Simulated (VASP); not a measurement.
# Zn (P6_3/mmc) in VASP: further runs, part 2 of 2

VASP 6.6.1. The steps go on from the part before.

## 3. Relaxation of cell and atoms, PBEsol, target pressure 10 GPa, at which the enthalpy is minimised

Contents of INCAR:

```
PREC = Accurate
ENCUT = 600
EDIFF = 1E-6
ISMEAR = -1
SIGMA = 0.1
LREAL = False
LASPH = True
NELM = 100
ALGO = Normal
ISIF = 3
LWAVE = False
LCHARG = False
GGA = PS
IBRION = 2
NSW = 100
EDIFFG = -0.002
PSTRESS = 100.0
```

Contents of KPOINTS:

```
Automatic mesh
0
Gamma
  20 20 10
```

Contents of POSCAR:

```
Zn
1.0
    2.6354261662      0.0000000000      0.0000000000
   -1.3177130831      2.2823460098      0.0000000000
    0.0000000000      0.0000000000      4.6649985756
Zn
2
Direct
    0.3333333333      0.6666666667      0.2500000000
    0.6666666667      0.3333333333      0.7500000000
```

Potentials or basis: VASP PAW PBE potentials, release 64 (Zn).

Launch:

```
$ cat potpaw_PBE.64/Zn/POTCAR > POTCAR
$ mpirun -np 1 vasp_std > vasp.out
```

OUTCAR:

```text
PREC = Accurate
   ENCUT = 600
   EDIFF = 1E-6
   ISMEAR = -1
   LREAL = False
   LASPH = True
   NELM = 100
   ISIF = 3
   GGA = PS
   IBRION = 2
   NSW = 100
   EDIFFG = -0.002
   PSTRESS = 100.0

 ion  position               nearest neighbor table
   1  0.333  0.667  0.250-   2 2.78   2 2.78   2 2.78   2 2.78   2 2.78   2 2.78
   2  0.667  0.333  0.750-   1 2.78   1 2.78   1 2.78   1 2.78   1 2.78   1 2.78

  LATTYP: Found a hexagonal cell.
 ALAT       =     2.6354261662
 C/A-ratio  =     1.7701116561

  Lattice vectors:

 A1 = (   2.6354261662,   0.0000000000,   0.0000000000)
 A2 = (  -1.3177130831,   2.2823460098,   0.0000000000)
 A3 = (   0.0000000000,   0.0000000000,   4.6649985756)

Analysis of symmetry for initial positions (statically):
=====================================================================
 Subroutine PRICEL returns:
 Original cell was already a primitive cell.

 Routine SETGRP: Setting up the symmetry group for a
 hexagonal supercell.

 Subroutine GETGRP returns: Found 24 space group operations
 (whereof 12 operations were pure point group operations)
 out of a pool of 24 trial point group operations.

The static configuration has the point symmetry D_3d.
 The point group associated with its full space group is D_6h.

Analysis of symmetry for dynamics (positions and initial velocities):
=====================================================================
 Subroutine PRICEL returns:
 Original cell was already a primitive cell.

 Routine SETGRP: Setting up the symmetry group for a
 hexagonal supercell.

 Subroutine GETGRP returns: Found 24 space group operations
 (whereof 12 operations were pure point group operations)
 out of a pool of 24 trial point group operations.

The dynamic configuration has the point symmetry D_3d.
 The point group associated with its full space group is D_6h.
[... 136 lines left out ...]
   NGX = 11   NGY = 11   NGZ = 19

--------------------------------------- Ionic step        1  -------------------------------------------

 number of electron      24.0000008 magnetization

 Free energy of the ion-electron system (eV)
  ---------------------------------------------------
  ext. energy  EPLUGINS =         0.00000000
  ---------------------------------------------------
  free energy    TOTEN  =        -3.17455333 eV

  energy without entropy =       -3.16149745  energy(sigma->0) =       -3.16802539

------------------------ aborting loop because EDIFF is reached ----------------------------------------

  FORCE on cell =-STRESS in cart. coord.  units (eV):
  Direction    XX          YY          ZZ          XY          YZ          ZX
  --------------------------------------------------------------------------------------
  -------------------------------------------------------------------------------------
  Total        0.0857151      0.0857151      0.0581879     -0.0000000     -0.0000000      0.0000000
  in kB        4.8942277      4.8942277      3.3224548     -0.0000000     -0.0000000      0.0000000
  external PRESSURE =     -95.6296966 kB  Pullay stress =     100.0000000 kB
[... 97 lines left out ...]
  energy  without entropy=       -3.0977110007  energy(sigma->0) =       -3.10299141

  enthalpy is  TOTEN    =        -1.4946592125 eV   P V=        1.6136126152

[... ionic steps 4 to 21 ...]

--------------------------------------- Ionic step       22  -------------------------------------------

 number of electron      24.0000006 magnetization

------------------------ aborting loop because EDIFF is reached ----------------------------------------
[... 71 lines left out ...]
--------------------------------------- Ionic step       24  -------------------------------------------

 number of electron      24.0000007 magnetization

 Free energy of the ion-electron system (eV)
  ---------------------------------------------------
  ext. energy  EPLUGINS =         0.00000000
  ---------------------------------------------------
  free energy    TOTEN  =        -3.10634292 eV

  energy without entropy =       -3.09645157  energy(sigma->0) =       -3.10139724

 E-fermi :   4.3591     XC(G=0): -12.6138

 val. band max:        4.3495366440   @ k =   0.3000   0.0500   0.0000
 cond. band min:       4.4142526645   @ k =   0.1500   0.1000   0.1000
 fundamental gap:      0.0647160205
 Fermi energy:         4.3591397672

 k-point     1 :       0.0000    0.0000    0.0000
  band No.  band energies     occupation
      1      -7.6017      2.00000
      2      -5.0676      2.00000
      3      -4.0660      2.00000
      4      -3.8919      2.00000
      5      -3.8919      2.00000
      6      -3.7944      2.00000
[... 433 lines left out ...]
      3      -4.3144      2.00000
      4      -4.0517      2.00000
      5      -3.8996      2.00000
      6      -3.8380      2.00000
[... 8 lines left out ...]
     15      13.1877      0.00000
     16      16.4334      0.00000

 [... further k-points ...]

------------------------ aborting loop because EDIFF is reached ----------------------------------------

  FORCE on cell =-STRESS in cart. coord.  units (eV):
  Direction    XX          YY          ZZ          XY          YZ          ZX
  --------------------------------------------------------------------------------------
  -------------------------------------------------------------------------------------
  Total        1.6088590      1.6088590      1.6104143     -0.0000000      0.0000000      0.0000000
  in kB      100.0562246    100.0562246    100.1529528     -0.0000000      0.0000000      0.0000000
  external PRESSURE =       0.0884673 kB  Pullay stress =     100.0000000 kB
[... 21 lines left out ...]
  energy  without entropy=       -3.0964515669  energy(sigma->0) =       -3.10139724

  enthalpy is  TOTEN    =        -1.4983879848 eV   P V=        1.6079549357

 reached required accuracy - stopping structural energy minimisation
```

OSZICAR:

```text
N       E                     dE             d eps       ncg     rms          rms(c)
DAV:   1     0.100686006319E+03    0.10069E+03   -0.13982E+04  8624   0.266E+03
DAV:   2    -0.758110060516E+00   -0.10144E+03   -0.99972E+02  8552   0.318E+02
[... 145 lines left out ...]
  23 F= -.14983877E+01 E0= -.14934447E+01  d E =-.102947E-05
       N       E                     dE             d eps       ncg     rms          rms(c)
DAV:   1    -0.310635603475E+01   -0.36097E-04   -0.26393E-04 10096   0.158E-01    0.231E-02
DAV:   2    -0.310634732296E+01    0.87118E-05   -0.64760E-06  9104   0.555E-02    0.138E-02
DAV:   3    -0.310634278649E+01    0.45365E-05   -0.44991E-06  8648   0.460E-02    0.138E-03
DAV:   4    -0.310634292050E+01   -0.13400E-06   -0.13782E-06  5024   0.135E-02
  24 F= -.14983880E+01 E0= -.14934423E+01  d E =-.135899E-05
```

It took 14 min on 1 thread of Intel Xeon Platinum 8259CL at 2.50GHz (Skylake/Cascade Lake), shared host; peak memory 0.27 GiB.

What came out:

- Free energy: -3.1063 eV
- Relaxed volume: 12.88 Å³/atom
- Relaxed cell: a = 2.583 Å, b = 2.583 Å, c = 4.459 Å, α = 90.00°, β = 90.00°, γ = 120.00°
- Space group after relaxing (to 0.05 Å): P6_3/mmc (No. 194)
- Energy change on relaxing (the enthalpy is what falls): +34.1 meV/atom
- Ionic steps: 24
- Pressure after relaxing: 10.0 GPa
- Band gap on the k mesh: zero (band 12 reaches 6.07 eV, above the bottom of band 13 at 2.29 eV)

Step by step:
```csv
step,energy change (eV),largest force (eV/Å),pressure (GPa),volume (Å³)
1,0.0000,0.0000,0.44,28.06
2,0.1530,0.0000,16.53,24.79
3,0.0663,0.0000,10.05,25.85
4,0.0636,0.0000,9.79,25.90
5,0.0640,0.0000,9.78,25.85
6,0.0665,0.0000,9.86,25.79
7,0.0669,0.0000,10.11,25.78
8,0.0668,0.0000,9.96,25.79
9,0.0675,0.0000,9.94,25.77
10,0.0699,0.0000,10.13,25.74
11,0.0683,0.0000,10.08,25.76
12,0.0678,0.0000,9.96,25.77
13,0.0681,0.0000,10.10,25.76
14,0.0679,0.0000,9.94,25.77
15,0.0680,0.0000,10.04,25.77
16,0.0680,0.0000,9.94,25.77
17,0.0684,0.0000,10.07,25.76
18,0.0682,0.0000,9.98,25.76
19,0.0683,0.0000,10.11,25.76
20,0.0682,0.0000,9.98,25.76
21,0.0683,0.0000,10.05,25.76
22,0.0682,0.0000,10.02,25.76
23,0.0682,0.0000,10.01,25.76
24,0.0682,0.0000,10.01,25.76
```

Final structure:
```
Zn
1.0
     2.58280    0.00000    0.00000
    -1.29140    2.23677    0.00000
     0.00000    0.00000    4.45934
Zn
2
Direct
  0.33333 0.66667 0.25000
  0.66667 0.33333 0.75000
```

Levels at points of the mesh, in eV from the Fermi level:
| k point | band 8 | band 9 | band 10 | band 11 | band 12 | band 13 | band 14 | band 15 | band 16 |
| --- | --- | --- | --- | --- | --- | --- | --- | --- | --- |
| (0.00, 0.00, 0.00) | -7.86 | -7.86 | -7.47 | -7.47 | -4.25 | -2.07 | 17.91 | 17.92 | 17.92 |
| (0.50, 0.00, 0.00) | -7.43 | -7.33 | -7.28 | -3.78 | -2.76 | 3.46 | 3.64 | 5.51 | 6.18 |
| (0.00, 0.00, 0.50) | -8.26 | -7.61 | -7.61 | -7.61 | -7.61 | 6.64 | 6.64 | 19.61 | 19.61 |
| (0.50, 0.00, 0.50) | -7.48 | -7.30 | -7.30 | -2.68 | -2.68 | 0.12 | 0.12 | 12.32 | 12.32 |

Caveat: the cell is relaxed towards a set pressure, so the enthalpy falls and the energy may rise; the PAW data sets were made with another functional, which shifts forces and pressure a little.

## 4. Relaxation of cell and atoms, PBEsol, target pressure 15 GPa, at which the enthalpy is minimised

Contents of INCAR:

```
SYSTEM = Zn
ALGO = Normal
EDIFF = 1E-6
EDIFFG = -0.002
ENCUT = 600
GGA = PS
IBRION = 2
ISIF = 3
ISMEAR = -1
LASPH = .True.
LCHARG = .False.
LREAL = .False.
LWAVE = .False.
NELM = 60
NSW = 100
PREC = Accurate
PSTRESS = 150.0
SIGMA = 0.1
```

Contents of KPOINTS:

```
k-points
0
Gamma
  20 20 10
  0 0 0
```

POSCAR is that of step 3.

Launch:

```
$ cat potpaw_PBE.64/Zn/POTCAR > POTCAR
$ mpirun -np 1 vasp_std > vasp.out
```

Run time: 9.5 min. Hardware: 1 thread of Intel Xeon Platinum 8259CL at 2.50GHz (Skylake/Cascade Lake), shared host; peak memory 0.27 GiB.

It converged, with:

```
Free energy                                            : -3.0413 eV
Relaxed volume                                         : 12.46 Å³/atom
Relaxed cell                                           : a = 2.560 Å, b = 2.560 Å, c = 4.393 Å, α = 90.00°, β = 90.00°, γ = 120.00°
Space group after relaxing (to 0.05 Å)                 : P6_3/mmc (No. 194)
Energy change on relaxing (the enthalpy is what falls) : +66.6 meV/atom
Ionic steps                                            : 18
Pressure after relaxing                                : 15.0 GPa
Band gap on the k mesh                                 : zero (band 12 reaches 6.39 eV, above the bottom of band 13 at 2.72 eV)
```

The path:
| step | energy change (eV) | largest force (eV/Å) | pressure (GPa) | volume (Å³) |
| --- | --- | --- | --- | --- |
| 1 | 0.0000 | 0.0000 | 0.44 | 28.06 |
| 2 | 0.3809 | 0.0000 | 29.94 | 23.19 |
| 3 | 0.1291 | 0.0000 | 14.94 | 25.04 |
| 4 | 0.1345 | 0.0000 | 15.30 | 24.98 |
| 5 | 0.1356 | 0.0000 | 15.30 | 24.92 |
| 6 | 0.1400 | 0.0000 | 15.45 | 24.85 |
| 7 | 0.1404 | 0.0000 | 15.67 | 24.85 |
| 8 | 0.1215 | 0.0000 | 14.11 | 25.05 |
| 9 | 0.1335 | 0.0000 | 15.02 | 24.92 |
| 10 | 0.1332 | 0.0000 | 14.93 | 24.92 |
| 11 | 0.1333 | 0.0000 | 15.03 | 24.92 |
| 12 | 0.1333 | 0.0000 | 14.93 | 24.92 |
| 13 | 0.1331 | 0.0000 | 15.01 | 24.92 |
| 14 | 0.1332 | 0.0000 | 15.06 | 24.92 |
| 15 | 0.1333 | 0.0000 | 14.99 | 24.92 |
| 16 | 0.1333 | 0.0000 | 15.06 | 24.92 |
| 17 | 0.1333 | 0.0000 | 14.97 | 24.92 |
| 18 | 0.1333 | 0.0000 | 15.00 | 24.92 |

Final structure:
```cif
data_structure
_symmetry_space_group_name_H-M 'P 1'
_symmetry_Int_Tables_number 1
_cell_length_a 2.5595
_cell_length_b 2.5595
_cell_length_c 4.3929
_cell_angle_alpha 90.000
_cell_angle_beta 90.000
_cell_angle_gamma 120.000
_cell_volume 24.92
loop_
_atom_site_label
_atom_site_type_symbol
_atom_site_fract_x
_atom_site_fract_y
_atom_site_fract_z
_atom_site_occupancy
Zn1 Zn 0.33333 0.66667 0.25000 1
Zn2 Zn 0.66667 0.33333 0.75000 1
```

Levels at points of the mesh, in eV from the Fermi level:
| k point | band 8 | band 9 | band 10 | band 11 | band 12 | band 13 | band 14 | band 15 | band 16 |
| --- | --- | --- | --- | --- | --- | --- | --- | --- | --- |
| (0.00, 0.00, 0.00) | -8.00 | -8.00 | -7.57 | -7.57 | -4.43 | -1.96 | 18.20 | 18.20 | 18.51 |
| (0.50, 0.00, 0.00) | -7.52 | -7.44 | -7.39 | -3.96 | -2.84 | 3.58 | 3.66 | 5.75 | 6.27 |
| (0.00, 0.00, 0.50) | -8.41 | -7.72 | -7.72 | -7.72 | -7.72 | 6.90 | 6.90 | 19.96 | 19.96 |
| (0.50, 0.00, 0.50) | -7.59 | -7.41 | -7.41 | -2.85 | -2.85 | 0.15 | 0.15 | 12.66 | 12.66 |

Caveat: the cell is relaxed towards a set pressure, so the enthalpy falls and the energy may rise; the PAW data sets were made with another functional, which shifts forces and pressure a little.

## 5. Summary

| cell | gap on the mesh (eV) | pressure (GPa) |
| --- | --- | --- |
| relaxed to 7 GPa | none | 7.0 |
| relaxed to 10 GPa | none | 10.0 |
| relaxed to 15 GPa | none | 15.0 |

Alike in all rows: task relaxation of cell and atoms; level PBEsol; potentials or basis VASP PAW PBE potentials, release 64 (Zn); no spin polarisation; k mesh 20 × 20 × 10; cutoff (eV) 600; smearing fermi-dirac 0.1 eV.

Caveats: the cell is relaxed towards a set pressure, so the enthalpy falls and the energy may rise; the PAW data sets were made with another functional, which shifts forces and pressure a little.

Absolute energies hang on the potentials; compare differences alone.
